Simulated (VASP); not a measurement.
# Cu (Im-3m) in VASP: notebook, part 2 of 2

VASP 6.6.1.

### 4 Single point, PBE (volume scaled by 1.12)

File INCAR:

```
PREC     = Accurate       # precision mode
ENCUT    = 520            # plane-wave cutoff, eV
EDIFF    = 1E-6           # SCF threshold, eV
ISMEAR   = -1             # smearing method
SIGMA    = 0.1            # smearing width, eV
LREAL    = False          # projectors in reciprocal space
LASPH    = True           # aspherical terms in the spheres
NELM     = 100            # most SCF steps
ALGO     = Normal         # electronic algorithm
ISIF     = 2              # what is computed and relaxed
LWAVE    = False          # write WAVECAR
LCHARG   = True           # write CHGCAR
GGA      = PE             # functional
LELF     = True           # ELF
LVHAR    = True         
NBANDS   = 12             # bands
```

File KPOINTS:

```
regular mesh
0
Gamma
  25 25 25
```

File POSCAR:

```
Cu
1.0
   -1.4978803979      1.4978803979      1.4978803979
    1.4978803979     -1.4978803979      1.4978803979
    1.4978803979      1.4978803979     -1.4978803979
Cu
1
Direct
    0.0000000000      0.0000000000      0.0000000000
```

Potentials or basis: VASP PAW PBE potentials, release 64 (Cu).

Launch:

```sh
$ cat potpaw_PBE.64/Cu/POTCAR > POTCAR
$ mpirun -np 1 vasp_std > vasp.out
```

OUTCAR:

```text
PREC = Accurate
   ENCUT = 520
   EDIFF = 1E-6
   ISMEAR = -1
   LREAL = False
   LASPH = True
   NELM = 100
   ISIF = 2
   GGA = PE

 ion  position               nearest neighbor table
   1  0.000  0.000  0.000-

  LATTYP: Found a body centered cubic cell.
 ALAT       =     2.9957607958

  Lattice vectors:

 A1 = (  -1.4978803979,   1.4978803979,   1.4978803979)
 A2 = (   1.4978803979,  -1.4978803979,   1.4978803979)
 A3 = (   1.4978803979,   1.4978803979,  -1.4978803979)

Analysis of symmetry for initial positions (statically):
=====================================================================
 Subroutine PRICEL returns:
 Original cell was already a primitive cell.

 Routine SETGRP: Setting up the symmetry group for a
 body centered cubic supercell.

 Subroutine GETGRP returns: Found 48 space group operations
 (whereof 48 operations were pure point group operations)
 out of a pool of 48 trial point group operations.

The static configuration has the point symmetry O_h .

Analysis of symmetry for dynamics (positions and initial velocities):
=====================================================================
 Subroutine PRICEL returns:
 Original cell was already a primitive cell.

 Routine SETGRP: Setting up the symmetry group for a
 body centered cubic supercell.

 Subroutine GETGRP returns: Found 48 space group operations
 (whereof 48 operations were pure point group operations)
 out of a pool of 48 trial point group operations.

The dynamic configuration has the point symmetry O_h .

 Subroutine INISYM returns: Found 48 space group operations
 (whereof 48 operations are pure point group operations),
 and found     1 'primitive' translations

----------------------------------------------------------------------------------------

                                     Primitive cell
[... 102 lines left out ...]
   EMIN   =  10.00;   EMAX   =-10.00  energy-range for DOS
   EFERMI =   0.00;   METHOD = LEGACY
   ISMEAR =    -1;   SIGMA  =   0.10  broadening in eV -4-tet -1-fermi 0-gaus
   EFERMI_NEDOS =   21; number of points for ismear=-14 and -15
   IALGO  =     38    algorithm
   IMIX   =      4    mixing-type and parameters
     AMIX     =   0.40;   BMIX     =  1.00
     AMIX_MAG =   1.60;   BMIX_MAG =  1.00
  volume/ion in A,a.u.               =      13.44        90.72
  Fermi-wavevector in a.u.,A,eV,Ry     =   1.531235  2.893615 31.901328  2.344681
  Thomas-Fermi vector in A             =   2.638608
   LORBIT       =      0    0 simple, 1 ext, 2 COOP (PROOUT), +10 PAW based schemes
   GGA     = PE    functional components
[... 5 lines left out ...]
 non-spin polarized calculation
  energy-cutoff  :      520.00
  volume of cell :       13.44
 maximum number of plane-waves:       371
   NGX =  9   NGY =  9   NGZ =  9

 number of electron      10.9999982 magnetization

 Free energy of the ion-electron system (eV)
  ---------------------------------------------------
  ext. energy  EPLUGINS =         0.00000000
  ---------------------------------------------------
  free energy    TOTEN  =        -3.64482864 eV

  energy without entropy =       -3.63449431  energy(sigma->0) =       -3.63966148

 E-fermi :   6.0924     XC(G=0): -11.9929

 val. band max:        6.0912345591   @ k =  -0.4000   0.4400   0.1200
 cond. band min:       6.1334079528   @ k =  -0.3200   0.4800   0.0400
 fundamental gap:      0.0421733937
 Fermi energy:         6.0923722809

 k-point     1 :       0.0000    0.0000    0.0000
  band No.  band energies     occupation
      1      -2.3179      2.00000
      2       3.3624      2.00000
      3       3.3624      2.00000
      4       3.3624      2.00000
      5       4.1980      2.00000
      6       4.1980      2.00000
      7      29.8941      0.00000
      8      29.8941      0.00000
      9      29.8941      0.00000
     10      31.6377      0.00000
     11      31.6377      0.00000
     12      31.6377      0.00000
[... 331 lines left out ...]
 k-point    24 :       0.4400    0.0400    0.0000
  band No.  band energies     occupation
      1       1.7466      2.00000
      2       2.7972      2.00000
      3       4.1463      2.00000
      4       4.2414      2.00000
      5       4.6606      2.00000
      6       5.6630      1.97307
      7      10.2748      0.00000
      8      21.6528      0.00000
      9      22.3885      0.00000
     10      26.3924      0.00000
     11      28.6182      0.00000
     12      37.2066      0.00000

 [... further k-points ...]
[... 5 lines left out ...]
  --------------------------------------------------------------------------------------
  -------------------------------------------------------------------------------------
  Total       -0.9303001     -0.9303001     -0.9303001     -0.0000000     -0.0000000     -0.0000000
  in kB     -110.8772044   -110.8772044   -110.8772044     -0.0000000     -0.0000000     -0.0000000
  external PRESSURE =    -110.8772044 kB  Pullay stress =       0.0000000 kB

 VOLUME and BASIS-vectors are now :
 -----------------------------------------------------------------------------
  energy-cutoff  :      520.00
  volume of cell :       13.44
      direct lattice vectors                 reciprocal lattice vectors
    -1.497880398  1.497880398  1.497880398     0.000000000  0.333805023  0.333805023
     1.497880398 -1.497880398  1.497880398     0.333805023  0.000000000  0.333805023
     1.497880398  1.497880398 -1.497880398     0.333805023  0.333805023  0.000000000

 POSITION                                       TOTAL-FORCE (eV/Angst)
 -----------------------------------------------------------------------------------
      0.00000      0.00000      0.00000         0.000000      0.000000      0.000000
 -----------------------------------------------------------------------------------
    total drift:                                0.000000     -0.000000      0.000000

  FREE ENERGIE OF THE ION-ELECTRON SYSTEM (eV)
  ---------------------------------------------------
  free  energy   TOTEN  =        -3.6448286386 eV

  energy  without entropy=       -3.6344943119  energy(sigma->0) =       -3.63966148
```

stdout:

```text
POSCAR found type information on POSCAR Cu
 POSCAR found :  1 types and       1 ions
 scaLAPACK will be used
 LDA part: xc-table for (Slater+PW92), standard interpolation
 POSCAR, INCAR and KPOINTS ok, starting setup
 FFT: planning ... GRIDC
 FFT: planning ... GRID_SOFT
 FFT: planning ... GRID
 WAVECAR not read
 entering main loop
```

It took 33 s on 1 thread of Intel Xeon Platinum 8559C (Emerald Rapids), shared host; peak memory 0.18 GiB.

Results:

* Free energy: -3.6448 eV
* Pressure: -11.1 GPa

### 5 Overview

```csv
cell,gap on the mesh (eV),pressure (GPa)
"a = 2.531 Å, angles 109.5°, 1 atom",none,-4.3
"a = 2.563 Å, angles 109.5°, 1 atom",none,-8.1
"a = 2.594 Å, angles 109.5°, 1 atom",none,-11.1
```

Alike in all rows: task single point; level PBE; potentials or basis VASP PAW PBE potentials, release 64 (Cu); no spin polarisation; k mesh 25 × 25 × 25; cutoff (eV) 520; smearing fermi-dirac 0.1 eV.

Total energies depend on the potentials used, so only differences within one code and one set of settings carry meaning.
